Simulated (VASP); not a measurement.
# KI (Pm-3m) in VASP: a series of runs, part 2 of 2

VASP 6.6.1.

## Step 4: Single point, HSE06 (strain -1.9%)

The input, POSCAR:

```
KI
1.0
    4.2102704808      0.0000000000      0.0000000000
    0.0000000000      4.2102704808      0.0000000000
    0.0000000000      0.0000000000      4.2102704808
K I
1 1
Direct
    0.0000000000      0.0000000000      0.0000000000
    0.5000000000      0.5000000000      0.5000000000
```

The input, INCAR.step1:

```
SYSTEM = KI
  ALGO = Normal
  EDIFF = 1E-5
  ENCUT = 520
  GGA = PE
  ISIF = 2
  ISMEAR = 0
  LASPH = .TRUE.
  LCHARG = .FALSE.
  LREAL = .FALSE.
  LWAVE = .TRUE.
  NBANDS = 15
  NELM = 100
  PREC = Accurate
  SIGMA = 0.01
```

The input, INCAR.step2:

```
SYSTEM = KI
  ALGO = Normal
  EDIFF = 1E-7
  ENCUT = 520
  GGA = PE
  HFSCREEN = 0.2079
  ISIF = 2
  ISMEAR = 0
  ISTART = 1
  LASPH = .TRUE.
  LCHARG = .FALSE.
  LHFCALC = .TRUE.
  LREAL = .FALSE.
  LWAVE = .FALSE.
  NBANDS = 15
  NELM = 100
  PREC = Accurate
  PRECFOCK = Normal
  SIGMA = 0.01
```

The input, KPOINTS:

```
k-points
0
G
  4 4 4
  0 0 0
```

Potentials or basis: VASP PAW PBE potentials, release 64 (K_sv, I).

Started as:

```
cat potpaw_PBE.64/K_sv/POTCAR potpaw_PBE.64/I/POTCAR > POTCAR
cp INCAR.step1 INCAR
mpirun -np 1 vasp_std > vasp.out
cp INCAR.step2 INCAR
mpirun -np 1 vasp_std > vasp.out
```

OUTCAR:

```text
SYSTEM = KI
   EDIFF = 1E-7
   ENCUT = 520
   GGA = PE
   HFSCREEN = 0.2079
   ISIF = 2
   ISMEAR = 0
   ISTART = 1
   LASPH = .TRUE.
   LHFCALC = .TRUE.
   LREAL = .FALSE.
   NELM = 100
   PREC = Accurate
   PRECFOCK = Normal

 ion  position               nearest neighbor table
   1  0.000  0.000  0.000-   2 3.65   2 3.65   2 3.65   2 3.65   2 3.65   2 3.65   2 3.65   2 3.65

   2  0.500  0.500  0.500-   1 3.65   1 3.65   1 3.65   1 3.65   1 3.65   1 3.65   1 3.65   1 3.65

  LATTYP: Found a simple cubic cell.
 ALAT       =     4.2102704808

  Lattice vectors:

 A1 = (   4.2102704808,   0.0000000000,   0.0000000000)
 A2 = (   0.0000000000,   4.2102704808,   0.0000000000)
 A3 = (   0.0000000000,   0.0000000000,   4.2102704808)

Analysis of symmetry for initial positions (statically):
=====================================================================
 Subroutine PRICEL returns:
 Original cell was already a primitive cell.

 Routine SETGRP: Setting up the symmetry group for a
 simple cubic supercell.

 Subroutine GETGRP returns: Found 48 space group operations
 (whereof 48 operations were pure point group operations)
[... 172 lines left out ...]
      6       0.1740      2.00000
      7       0.1740      2.00000
      8       0.1740      2.00000
      9       5.0614      0.00000
     10       6.2628      0.00000
     11       6.2628      0.00000
     12      10.4823      0.00000
     13      10.4823      0.00000
     14      10.4823      0.00000
[... 149 lines left out ...]
      2     -13.3127      2.00000
      3     -13.3127      2.00000
      4     -13.3127      2.00000
      5     -10.9911      2.00000
      6      -1.3688      2.00000
      7      -1.3688      2.00000
      8      -1.3688      2.00000
      9       7.2315      0.00000
     10       7.2315      0.00000
     11       7.2315      0.00000
     12      11.1605      0.00000
     13      11.1605      0.00000
     14      11.1605      0.00000
     15      11.3583      0.00000

------------------------ aborting loop because EDIFF is reached ----------------------------------------

  FORCE on cell =-STRESS in cart. coord.  units (eV):
  Direction    XX          YY          ZZ          XY          YZ          ZX
  --------------------------------------------------------------------------------------
  -------------------------------------------------------------------------------------
  Total        0.5826815      0.5826815      0.5826815      0.0000000      0.0000000     -0.0000000
  in kB       12.5086896     12.5086896     12.5086896      0.0000000      0.0000000     -0.0000000
  external PRESSURE =      12.5086896 kB  Pullay stress =       0.0000000 kB

 VOLUME and BASIS-vectors are now :
 -----------------------------------------------------------------------------
  energy-cutoff  :      520.00
  volume of cell :       74.63
      direct lattice vectors                 reciprocal lattice vectors
     4.210270481  0.000000000  0.000000000     0.237514432  0.000000000  0.000000000
     0.000000000  4.210270481  0.000000000     0.000000000  0.237514432  0.000000000
     0.000000000  0.000000000  4.210270481     0.000000000  0.000000000  0.237514432

 POSITION                                       TOTAL-FORCE (eV/Angst)
 -----------------------------------------------------------------------------------
      0.00000      0.00000      0.00000         0.000000      0.000000      0.000000
      2.10514      2.10514      2.10514         0.000000      0.000000      0.000000
 -----------------------------------------------------------------------------------
    total drift:                                0.000000      0.000000      0.000000

  FREE ENERGIE OF THE ION-ELECTRON SYSTEM (eV)
  ---------------------------------------------------
  free  energy   TOTEN  =        -6.2350096313 eV

  energy  without entropy=       -6.2350096313  energy(sigma->0) =       -6.23500963
```

OUTCAR.step1:

```text
SYSTEM = KI
   EDIFF = 1E-5
   ENCUT = 520
   GGA = PE
   ISIF = 2
   ISMEAR = 0
[... 387 lines left out ...]
      0.00000      0.00000      0.00000         0.000000      0.000000      0.000000
      2.10514      2.10514      2.10514         0.000000      0.000000      0.000000
 -----------------------------------------------------------------------------------
    total drift:                                0.000000      0.000000     -0.000000

  FREE ENERGIE OF THE ION-ELECTRON SYSTEM (eV)
  ---------------------------------------------------
  free  energy   TOTEN  =        -5.3836775284 eV

  energy  without entropy=       -5.3836775284  energy(sigma->0) =       -5.38367753
```

It took 9.9 min on 1 thread of Oxide Virtual Turin-like, shared host; peak memory 0.26 GiB.

What came out:

```yaml
Free_energy: -6.2350 eV
Pressure: 1.3 GPa
Band_gap_on_the_k_mesh: 4.46 eV, indirect (least direct gap 4.82 eV)
```

Caveat: the cell differs from its parent crystal (strain -1.9%); the PAW data sets were made with another functional, which shifts forces and pressure a little; spin-orbit coupling is left out, which moves the levels of the heavy elements. A k mesh can miss the band edges.

## Step 5: Overview

```tsv
level	k mesh	smearing	grid for exact exchange (PRECFOCK)	screening parameter	gap on the mesh (eV)	pressure (GPa)
PBE	6 × 6 × 6	fermi-dirac 0.02 eV	-	-	3.48	1.5
r2SCAN	6 × 6 × 6	gaussian 0.01 eV	-	-	4.21	1.0
HSE06	4 × 4 × 4	gaussian 0.01 eV	Normal	0.2079 1/Å	4.46	1.3
```

Alike in all rows: task single point; potentials or basis VASP PAW PBE potentials, release 64 (K_sv, I); no spin polarisation; cell as given; cutoff (eV) 520.

Caveats: spin-orbit coupling is left out, which moves the levels of the heavy elements; the PAW data sets were made with another functional, which shifts forces and pressure a little (some runs).

Absolute energies hang on the potentials; compare differences alone.
